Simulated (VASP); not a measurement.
Crystal: Co.

```
Co
1.0
     2.50740    0.00000    0.00000
    -1.25370    2.17147    0.00000
     0.00000    0.00000    4.06990
Co
2
Cartesian
  0.0000 1.4476 1.0175
  1.2537 0.7238 3.0524
```

Base run:

- Program: VASP 6.6.1
- Functional: PBEsol
- Potentials or basis: VASP PAW PBE potentials, release 64 (Co)
- Cutoff: 520 eV
- k mesh: 9 × 9 × 5
- Occupations: fermi-dirac, width 0.02 eV
- Spin: collinear spin, ferromagnetic start
- Starting moments: [3.2, 3.2] μB

Its results: pressure -15.4 GPa; net moment 3.10 μB per cell; site moments Co +1.57 μB.

The run is repeated on the same cell with these changes: k mesh from 9 × 9 × 5 to 5 × 5 × 3. What comes out?

Pressure -12.0 GPa; net moment 3.58 μB per cell; site moments Co +1.79 μB.

Caveats: some runs use coarse meshes; the PAW data sets were made with another functional, which shifts forces and pressure a little.
